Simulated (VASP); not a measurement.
# AgI (P6_3mc) in VASP: a series of runs, part 2 of 2

VASP 6.6.1. The steps go on from the part before.

### Step 4. Single point, r2SCAN (in-plane strain -0.01)

Input file POSCAR:

```
AgI
1.0
    4.6030745944      0.0000000000      0.0000000000
   -2.3015372972      3.9863795342      0.0000000000
    0.0000000000      0.0000000000      7.6439562763
Ag I
2 2
Direct
    0.6666666667      0.3333333333      0.6275119056
    0.3333333333      0.6666666667      0.1275119056
    0.6666666667      0.3333333333      0.0024880944
    0.3333333333      0.6666666667      0.5024880944
```

Input file INCAR.step1:

```
SYSTEM = AgI
ALGO = Normal
EDIFF = 1E-5
ENCUT = 550
GGA = PE
GGA_COMPAT = .FALSE.
ISMEAR = 0
LASPH = .TRUE.
LCHARG = .FALSE.
LREAL = .FALSE.
LWAVE = .TRUE.
NBANDS = 26
NELM = 120
PREC = Accurate
SIGMA = 0.01
```

Input file INCAR.step2:

```
SYSTEM = AgI
ALGO = Normal
EDIFF = 1E-6
ENCUT = 550
GGA_COMPAT = .FALSE.
ISIF = 2
ISMEAR = 0
ISTART = 1
LASPH = .TRUE.
LCHARG = .FALSE.
LMIXTAU = .TRUE.
LREAL = .FALSE.
LWAVE = .FALSE.
METAGGA = R2SCAN
NBANDS = 26
NELM = 120
PREC = Accurate
SIGMA = 0.01
```

Input file KPOINTS:

```
k-points
0
G
  6 6 4
  0 0 0
```

Potentials or basis: VASP PAW PBE potentials, release 64 (Ag, I).

The run is started by

```bash
$ cat potpaw_PBE.64/Ag/POTCAR potpaw_PBE.64/I/POTCAR > POTCAR
$ cp INCAR.step1 INCAR
$ mpirun -np 1 vasp_std > vasp.out
$ cp INCAR.step2 INCAR
$ mpirun -np 1 vasp_std > vasp.out
```

OUTCAR:

```text
SYSTEM = AgI
   EDIFF = 1E-6
   ENCUT = 550
   ISIF = 2
   ISMEAR = 0
   ISTART = 1
   LASPH = .TRUE.
   LREAL = .FALSE.
   METAGGA = R2SCAN
   NELM = 120
   PREC = Accurate

 ion  position               nearest neighbor table
   1  0.667  0.333  0.628-   4 2.82   4 2.82   4 2.82   3 2.87
   2  0.333  0.667  0.128-   3 2.82   3 2.82   3 2.82   4 2.87
   3  0.667  0.333  0.002-   2 2.82   2 2.82   2 2.82   1 2.87
   4  0.333  0.667  0.502-   1 2.82   1 2.82   1 2.82   2 2.87

  LATTYP: Found a hexagonal cell.
 ALAT       =     4.6030745944
 C/A-ratio  =     1.6606196835

  Lattice vectors:

 A1 = (   4.6030745944,   0.0000000000,   0.0000000000)
 A2 = (  -2.3015372972,   3.9863795342,   0.0000000000)
 A3 = (   0.0000000000,   0.0000000000,   7.6439562763)

Analysis of symmetry for initial positions (statically):
=====================================================================
 Subroutine PRICEL returns:
 Original cell was already a primitive cell.

 Routine SETGRP: Setting up the symmetry group for a
 hexagonal supercell.

 Subroutine GETGRP returns: Found 12 space group operations
[... 166 lines left out ...]
  energy without entropy =      -93.04704837  energy(sigma->0) =      -93.04704837

 E-fermi :   2.6886     XC(G=0):  -8.8238

 val. band max:        2.6305817895   @ k =   0.0000   0.0000   0.0000
 cond. band min:       4.4386650523   @ k =   0.0000   0.0000   0.0000
 fundamental gap:      1.8080832628
 Fermi energy:         2.6886347668

 k-point     1 :       0.0000    0.0000    0.0000
  band No.  band energies     occupation
      1     -10.4652      2.00000
      2     -10.1926      2.00000
      3      -1.5677      2.00000
      4      -1.5677      2.00000
      5      -1.5456      2.00000
      6      -1.4557      2.00000
[... 598 lines left out ...]
     25      11.2107      0.00000
     26      11.2107      0.00000

------------------------ aborting loop because EDIFF is reached ----------------------------------------

  FORCE on cell =-STRESS in cart. coord.  units (eV):
  Direction    XX          YY          ZZ          XY          YZ          ZX
  --------------------------------------------------------------------------------------
  -------------------------------------------------------------------------------------
  Total        0.5168050      0.5168050     -0.1558875      0.0000000      0.0000000      0.0000000
  in kB        5.9032666      5.9032666     -1.7806434      0.0000000      0.0000000      0.0000000
  external PRESSURE =       3.3419633 kB  Pullay stress =       0.0000000 kB

 VOLUME and BASIS-vectors are now :
 -----------------------------------------------------------------------------
  energy-cutoff  :      550.00
  volume of cell :      140.26
      direct lattice vectors                 reciprocal lattice vectors
     4.603074594  0.000000000  0.000000000     0.217246099  0.125427094  0.000000000
    -2.301537297  3.986379534  0.000000000     0.000000000  0.250854188  0.000000000
     0.000000000  0.000000000  7.643956276     0.000000000  0.000000000  0.130822308

 POSITION                                       TOTAL-FORCE (eV/Angst)
 -----------------------------------------------------------------------------------
      2.30154      1.32879      4.79667         0.000000      0.000000      0.070542
     -0.00000      2.65759      0.97470         0.000000      0.000000      0.070542
      2.30154      1.32879      0.01902        -0.000000      0.000000     -0.070542
     -0.00000      2.65759      3.84100         0.000000     -0.000000     -0.070542
 -----------------------------------------------------------------------------------
    total drift:                               -0.000000      0.000000     -0.003834

  FREE ENERGIE OF THE ION-ELECTRON SYSTEM (eV)
  ---------------------------------------------------
  free  energy   TOTEN  =       -93.0470483706 eV

  energy  without entropy=      -93.0470483706  energy(sigma->0) =      -93.04704837
```

OUTCAR.step1:

```text
SYSTEM = AgI
   EDIFF = 1E-5
   ENCUT = 550
   GGA = PE
   ISMEAR = 0
   LASPH = .TRUE.
   LREAL = .FALSE.
   NELM = 120
[... 833 lines left out ...]
     -0.00000      2.65759      0.97470         0.000000      0.000000      0.068627
      2.30154      1.32879      0.01902         0.000000      0.000000     -0.068627
     -0.00000      2.65759      3.84100        -0.000000     -0.000000     -0.068627
 -----------------------------------------------------------------------------------
    total drift:                               -0.000000      0.000000     -0.001326

  FREE ENERGIE OF THE ION-ELECTRON SYSTEM (eV)
  ---------------------------------------------------
  free  energy   TOTEN  =        -9.5601891857 eV

  energy  without entropy=       -9.5601891857  energy(sigma->0) =       -9.56018919
```

Run time: 8.7 min. Hardware: 1 thread of Intel Xeon 8259CL, shared host; peak memory 0.33 GiB.

What came out:

```yaml
Free_energy: -93.0470 eV
Pressure: 0.3 GPa
Largest_force: 0.071 eV/Å
Band_gap_on_the_k_mesh: 1.81 eV
```

Forces in eV/Å, atoms in the order of the input:
```
Ag   0.000  0.000  0.071
Ag   0.000  0.000  0.071
I    0.000  0.000 -0.071
I    0.000  0.000 -0.071
```

Caveat: the cell differs from its parent crystal (in-plane strain -0.01); the PAW data sets were made with another functional, which shifts forces and pressure a little; spin-orbit coupling is left out, which moves the levels of the heavy elements.

### Step 5. Single point, r2SCAN (in-plane strain -0.01, then relaxed in part)

Input file POSCAR:

```
AgI
1.0
    4.6030745944      0.0000000000      0.0000000000
   -2.3015372972      3.9863795343      0.0000000000
    0.0000000000      0.0000000000      7.6926778383
Ag I
2 2
Direct
    0.6666666667      0.3333333333      0.6307167800
    0.3333333333      0.6666666667      0.1307167800
    0.6666666667      0.3333333333     -0.0007167800
    0.3333333333      0.6666666667      0.4992832200
```

Input file INCAR.step1:

```
SYSTEM = AgI
ALGO     = Normal         ! electronic algorithm
EDIFF    = 1E-5           ! SCF threshold, eV
ENCUT    = 550            ! plane-wave cutoff, eV
GGA      = PE             ! functional
GGA_COMPAT= .False.      
ISMEAR   = 0              ! smearing method
LASPH    = .True.         ! aspherical terms in the spheres
LCHARG   = .False.        ! write CHGCAR
LREAL    = .False.        ! projectors in reciprocal space
LWAVE    = .True.         ! write WAVECAR
NBANDS   = 26             ! bands
NELM     = 120            ! most SCF steps
PREC     = Accurate       ! precision mode
SIGMA    = 0.01           ! smearing width, eV
```

Input file INCAR.step2:

```
SYSTEM = AgI
ALGO     = Normal         ! electronic algorithm
EDIFF    = 1E-6           ! SCF threshold, eV
ENCUT    = 550            ! plane-wave cutoff, eV
GGA_COMPAT= .False.      
ISIF     = 2              ! what is computed and relaxed
ISMEAR   = 0              ! smearing method
ISTART   = 1            
LASPH    = .True.         ! aspherical terms in the spheres
LCHARG   = .False.        ! write CHGCAR
LMIXTAU  = .True.       
LREAL    = .False.        ! projectors in reciprocal space
LWAVE    = .False.        ! write WAVECAR
METAGGA  = R2SCAN         ! meta-GGA
NBANDS   = 26             ! bands
NELM     = 120            ! most SCF steps
PREC     = Accurate       ! precision mode
SIGMA    = 0.01           ! smearing width, eV
```

Input file KPOINTS:

```
k-points
0
Gamma
  6 6 4
  0 0 0
```

Potentials or basis: VASP PAW PBE potentials, release 64 (Ag, I).

The run is started by

```bash
$ cat potpaw_PBE.64/Ag/POTCAR potpaw_PBE.64/I/POTCAR > POTCAR
$ cp INCAR.step1 INCAR
$ mpirun -np 1 vasp_std > vasp.out
$ cp INCAR.step2 INCAR
$ mpirun -np 1 vasp_std > vasp.out
```

OUTCAR:

```text
SYSTEM = AgI
   EDIFF = 1E-6
   ENCUT = 550
   ISIF = 2
   ISMEAR = 0
   ISTART = 1
   LASPH = .True.
   LREAL = .False.
   METAGGA = R2SCAN
   NELM = 120
   PREC = Accurate

 ion  position               nearest neighbor table
   1  0.667  0.333  0.631-   3 2.84   4 2.84   4 2.84   4 2.84
   2  0.333  0.667  0.131-   4 2.84   3 2.84   3 2.84   3 2.84
   3  0.667  0.333  0.999-   1 2.84   2 2.84   2 2.84   2 2.84
   4  0.333  0.667  0.499-   2 2.84   1 2.84   1 2.84   1 2.84

  LATTYP: Found a hexagonal cell.
 ALAT       =     4.6030745944
 C/A-ratio  =     1.6712042528

  Lattice vectors:

 A1 = (   4.6030745944,   0.0000000000,   0.0000000000)
 A2 = (  -2.3015372972,   3.9863795343,   0.0000000000)
 A3 = (   0.0000000000,   0.0000000000,   7.6926778383)

Analysis of symmetry for initial positions (statically):
=====================================================================
 Subroutine PRICEL returns:
 Original cell was already a primitive cell.

 Routine SETGRP: Setting up the symmetry group for a
 hexagonal supercell.

 Subroutine GETGRP returns: Found 12 space group operations
 (whereof  6 operations were pure point group operations)
 out of a pool of 24 trial point group operations.

The static configuration has the point symmetry C_3v.
 The point group associated with its full space group is C_6v.

Analysis of symmetry for dynamics (positions and initial velocities):
=====================================================================
 Subroutine PRICEL returns:
 Original cell was already a primitive cell.

 Routine SETGRP: Setting up the symmetry group for a
 hexagonal supercell.

 Subroutine GETGRP returns: Found 12 space group operations
 (whereof  6 operations were pure point group operations)
 out of a pool of 24 trial point group operations.

The dynamic configuration has the point symmetry C_3v.
 The point group associated with its full space group is C_6v.

 Subroutine INISYM returns: Found 12 space group operations
 (whereof  6 operations are pure point group operations),
 and found     1 'primitive' translations

----------------------------------------------------------------------------------------

                                     Primitive cell

  volume of cell :     141.1576

  direct lattice vectors                    reciprocal lattice vectors
     4.603074594  0.000000000  0.000000000     0.217246099  0.125427094  0.000000000
    -2.301537297  3.986379534  0.000000000     0.000000000  0.250854188  0.000000000
     0.000000000  0.000000000  7.692677838     0.000000000  0.000000000  0.129993745

  length of vectors
     4.603074594  4.603074594  7.692677838     0.250854188  0.250854188  0.129993745

  position of ions in fractional coordinates (direct lattice)
     0.666666667  0.333333333  0.630716780
     0.333333333  0.666666667  0.130716780
     0.666666667  0.333333333  0.999283220
     0.333333333  0.666666667  0.499283220

  ion indices of the primitive-cell ions
   primitive index   ion index
                 1           1
                 2           2
                 3           3
                 4           4

----------------------------------------------------------------------------------------

 KPOINTS: k-points

Automatic generation of k-mesh.
 Grid dimensions read from file:
 generate k-points for:    6    6    4

 Generating k-lattice:

  Cartesian coordinates                     Fractional coordinates (reciprocal lattice)
     0.036207683  0.020904516  0.000000000     0.166666667  0.000000000  0.000000000
     0.000000000  0.041809031  0.000000000     0.000000000  0.166666667  0.000000000
     0.000000000  0.000000000  0.032498436     0.000000000  0.000000000  0.250000000

  Length of vectors
     0.041809031  0.041809031  0.032498436

  Shift w.r.t. Gamma in fractional coordinates (k-lattice)
     0.000000000  0.000000000  0.000000000

 Subroutine IBZKPT returns following result:
 ===========================================

 Found     21 irreducible k-points:

 Following reciprocal coordinates:
            Coordinates               Weight
  0.000000  0.000000  0.000000      1.000000
  0.166667 -0.000000  0.000000      6.000000
  0.333333  0.000000  0.000000      6.000000
  0.500000  0.000000  0.000000      3.000000
  0.166667  0.166667  0.000000      6.000000
  0.333333  0.166667  0.000000     12.000000
[... 13 lines left out ...]
  0.333333  0.166667  0.500000     12.000000
  0.333333  0.333333  0.500000      2.000000
   k-points           NKPTS =     21   k-points in BZ     NKDIM =     21   number of bands    NBANDS=     26
   number of dos      NEDOS =    301   number of ions     NIONS =      4
   total plane-waves  NPLWV =  77760
   dimension x,y,z NGX =    36 NGY =   36 NGZ =   60
   dimension x,y,z NGXF=    72 NGYF=   72 NGZF=  120
   ions per type =               2   2
   NGX,Y,Z   is equivalent  to a cutoff of  13.00, 13.00, 12.97 a.u.
   NGXF,Y,Z  is equivalent  to a cutoff of  26.00, 26.00, 25.93 a.u.
 SYSTEM =  AgI
   PREC   = accura    normal or accurate (medium, high low for compatibility)
   ISTART =      1    job   : 0-new  1-cont  2-samecut
   ICHARG =      0    charge: 1-file 2-atom 10-const
   ISPIN  =      1    spin polarized calculation?
   LNONCOLLINEAR =      F non collinear calculations
   LSORBIT =      F    spin-orbit coupling
   LASPH  =      T    aspherical Exc in radial PAW
   ENCUT  =  550.0 eV  40.42 Ry    6.36 a.u.   8.80  8.80 14.71*2*pi/ulx,y,z
   NELM   =    120;   NELMIN=  2; NELMDL=  0     # of ELM steps
   EDIFF  = 0.1E-05   stopping-criterion for ELM
   LREAL  =      F    real-space projection
   EDIFFG = 0.1E-04   stopping-criterion for IOM
   NSW    =      0    number of steps for IOM
   IBRION =     -1    ionic relax: 0-MD 1-quasi-New 2-CG
   NFREE  =      0    steps in history (QN), initial steepest desc. (CG)
   ISIF   =      2    stress and relaxation
   ISYM   =      2    0-nonsym 1-usesym 2-fastsym
   POTIM  = 0.5000    time-step for ionic-motion
   TEBEG  =    0.0;   TEEND  =   0.0 temperature during run
   PSTRESS=    0.0 pullay stress
   NELECT =      36.0000    total number of electrons
   NUPDOWN=      -1.0000    fix difference up-down
   EMIN   =  10.00;   EMAX   =-10.00  energy-range for DOS
   EFERMI =   0.00;   METHOD = LEGACY
   ISMEAR =     0;   SIGMA  =   0.01  broadening in eV -4-tet -1-fermi 0-gaus
   EFERMI_NEDOS =   21; number of points for ismear=-14 and -15
   IALGO  =     38    algorithm
   IMIX   =      4    mixing-type and parameters
     AMIX     =   0.40;   BMIX     =  1.00
     AMIX_MAG =   1.60;   BMIX_MAG =  1.00
  volume/ion in A,a.u.               =      35.29       238.14
  Fermi-wavevector in a.u.,A,eV,Ry     =   1.038184  1.961883 14.664709  1.077826
  Thomas-Fermi vector in A             =   2.172656
   LORBIT       =      0    0 simple, 1 ext, 2 COOP (PROOUT), +10 PAW based schemes
   METAGGA = R2SCAN    functional components
   LHFCALC =     F    Hartree Fock is set to
   AEXX    =    0.0000 exact exchange contribution
   IVDW    =     0    specifies the selected vdW correction
   LEPSILON=     F    determine dielectric tensor
   LRPA    =     F    only Hartree local field effects (RPA)
 non-spin polarized calculation
 Gauss-broadening in eV      SIGMA  =   0.01
  energy-cutoff  :      550.00
  volume of cell :      141.16
 maximum number of plane-waves:      4182
 NGX is ok and might be reduce to    36
   NGX = 17   NGY = 17   NGZ = 29

 number of electron      36.0000008 magnetization

 Free energy of the ion-electron system (eV)
  ---------------------------------------------------
  ext. energy  EPLUGINS =         0.00000000
  ---------------------------------------------------
  free energy    TOTEN  =       -93.04984955 eV

  energy without entropy =      -93.04984955  energy(sigma->0) =      -93.04984955

 E-fermi :   2.5899     XC(G=0):  -8.7945

 val. band max:        2.5462418951   @ k =   0.0000   0.0000   0.0000
 cond. band min:       4.3579495420   @ k =   0.0000   0.0000   0.0000
 fundamental gap:      1.8117076469
 Fermi energy:         2.5898574217

 k-point     1 :       0.0000    0.0000    0.0000
  band No.  band energies     occupation
      1     -10.4974      2.00000
      2     -10.2296      2.00000
      3      -1.6356      2.00000
      4      -1.5649      2.00000
      5      -1.5649      2.00000
      6      -1.5350      2.00000
[... 598 lines left out ...]
     25      11.1254      0.00000
     26      11.1254      0.00000

------------------------ aborting loop because EDIFF is reached ----------------------------------------

  FORCE on cell =-STRESS in cart. coord.  units (eV):
  Direction    XX          YY          ZZ          XY          YZ          ZX
  --------------------------------------------------------------------------------------
  -------------------------------------------------------------------------------------
  Total        0.1906044      0.1906044     -0.1078783      0.0000000      0.0000000      0.0000000
  in kB        2.1634120      2.1634120     -1.2244480      0.0000000      0.0000000      0.0000000
  external PRESSURE =       1.0341253 kB  Pullay stress =       0.0000000 kB

 VOLUME and BASIS-vectors are now :
 -----------------------------------------------------------------------------
  energy-cutoff  :      550.00
  volume of cell :      141.16
      direct lattice vectors                 reciprocal lattice vectors
     4.603074594  0.000000000  0.000000000     0.217246099  0.125427094  0.000000000
    -2.301537297  3.986379534  0.000000000     0.000000000  0.250854188  0.000000000
     0.000000000  0.000000000  7.692677838     0.000000000  0.000000000  0.129993745

 POSITION                                       TOTAL-FORCE (eV/Angst)
 -----------------------------------------------------------------------------------
      2.30154      1.32879      4.85190        -0.000000      0.000000     -0.001515
     -0.00000      2.65759      1.00556         0.000000     -0.000000     -0.001515
      2.30154      1.32879      7.68716        -0.000000      0.000000      0.001515
     -0.00000      2.65759      3.84082         0.000000      0.000000      0.001515
 -----------------------------------------------------------------------------------
    total drift:                               -0.000000      0.000000     -0.004177

  FREE ENERGIE OF THE ION-ELECTRON SYSTEM (eV)
  ---------------------------------------------------
  free  energy   TOTEN  =       -93.0498495454 eV

  energy  without entropy=      -93.0498495454  energy(sigma->0) =      -93.04984955
```

Run time: 8 min. Hardware: 1 thread of Intel Xeon 8259CL, shared host; peak memory 0.34 GiB.

What came out:

```
Free energy            : -93.0498 eV
Pressure               : 0.1 GPa
Band gap on the k mesh : 1.81 eV
```

Caveat: the cell differs from its parent crystal (in-plane strain -0.01, then relaxed in part); the PAW data sets were made with another functional, which shifts forces and pressure a little; spin-orbit coupling is left out, which moves the levels of the heavy elements.

### Step 6. Overview

```csv
cell,gap on the mesh (eV),pressure (GPa),largest force (eV/Å)
"a = 4.557, b = 4.557, c = 7.690 Å, angles 90.0, 90.0, 120.0°, 4 atoms, atomic positions A",1.79,0.8,0.15
"a = 4.557, b = 4.557, c = 7.781 Å, angles 90.0, 90.0, 120.0°, 4 atoms, atomic positions B",1.79,0.3,-
"a = 4.603, b = 4.603, c = 7.644 Å, angles 90.0, 90.0, 120.0°, 4 atoms, atomic positions A",1.81,0.3,0.07
"a = 4.603, b = 4.603, c = 7.693 Å, angles 90.0, 90.0, 120.0°, 4 atoms, atomic positions C",1.81,0.1,-
```

Alike in all rows: task single point; level r2SCAN; potentials or basis VASP PAW PBE potentials, release 64 (Ag, I); no spin polarisation; k mesh 6 × 6 × 4; cutoff (eV) 550; smearing gaussian 0.01 eV.

Caveats: the PAW data sets were made with another functional, which shifts forces and pressure a little; spin-orbit coupling is left out, which moves the levels of the heavy elements.

Total energies depend on the potentials used, so only differences within one code and one set of settings carry meaning.
